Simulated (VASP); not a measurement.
Wanted: the native input for a VASP 6.6.1 run.

```yaml
Task: single point
Functional: PBE
Potentials_or_basis: VASP PAW PBE potentials, release 64 (Ga_d, N)
Cutoff: 520 eV
k_mesh: 8 × 6 × 1
Occupations: fermi-dirac, width 0.02 eV
Spin: no spin polarisation
Dipole_correction: yes
k_mesh_for_the_DOS: 12 × 9 × 1
Occupations_for_the_DOS: tetrahedron
Further_INCAR_settings: ALGO = Normal; EDIFF = 1e-06
```

The system is GaN, a slab with vacuum.

```
CELL_PARAMETERS angstrom
3.21627 0.00000 0.00000
0.00000 4.54849 0.00000
0.00000 0.00000 17.60810
ATOMIC_POSITIONS crystal
Ga 0.00000 0.87500 0.45434
Ga 0.50000 0.37500 0.54566
N 0.50000 0.62500 0.45434
N 0.00000 0.12500 0.54566
```

One way to write it, as run:

POSCAR

```
GaN
1.0
    3.2162655414      0.0000000000      0.0000000000
    0.0000000000      4.5484863488      0.0000000000
    0.0000000000      0.0000000000     17.6081000000
Ga N
2 2
Direct
    0.0000000000      0.8750000000      0.4543354260
    0.5000000000      0.3750000000      0.5456645740
    0.5000000000      0.6250000000      0.4543354260
    0.0000000000      0.1250000000      0.5456645740
```

INCAR.step1

```
SYSTEM = GaN
ALGO = Normal
DIPOL = 0.5 0.5 0.500
EDIFF = 1E-6
ENCUT = 520
GGA = PE
IDIPOL = 3
ISIF = 2
ISMEAR = -1
LASPH = .TRUE.
LCHARG = .TRUE.
LDIPOL = .TRUE.
LREAL = .FALSE.
LWAVE = .FALSE.
NBANDS = 26
NELM = 100
PREC = Accurate
SIGMA = 0.02
```

KPOINTS.step1

```
k-points
0
G
  8 6 1
  0 0 0
```

INCAR.step2

```
SYSTEM = GaN
ALGO = Normal
DIPOL = 0.5 0.5 0.500
EDIFF = 1E-6
ENCUT = 520
GGA = PE
ICHARG = 11
IDIPOL = 3
ISIF = 2
ISMEAR = -5
LASPH = .TRUE.
LCHARG = .FALSE.
LDIPOL = .TRUE.
LORBIT = 10
LREAL = .FALSE.
LWAVE = .FALSE.
NEDOS = 1001
NELM = 100
PREC = Accurate
SIGMA = 0.02
```

KPOINTS.step2

```
k-points
0
G
  12 9 1
  0 0 0
```

Potentials or basis: VASP PAW PBE potentials, release 64 (Ga_d, N).

The run is started by

```bash
$ cat potpaw_PBE.64/Ga_d/POTCAR potpaw_PBE.64/N/POTCAR > POTCAR
$ cp INCAR.step1 INCAR
$ cp KPOINTS.step1 KPOINTS
$ mpirun -np 1 vasp_std > vasp.out
$ cp INCAR.step2 INCAR
$ cp KPOINTS.step2 KPOINTS
$ mpirun -np 1 vasp_std > vasp.out
```

It gave:

| Quantity | Value |
| --- | --- |
| Valence electrons inside the program's atomic spheres | Ga 11.64; N 3.60 |

Wall time 9.6 min on 1 thread of Intel Xeon 8259CL, on a shared host, peak memory 0.42 GiB.
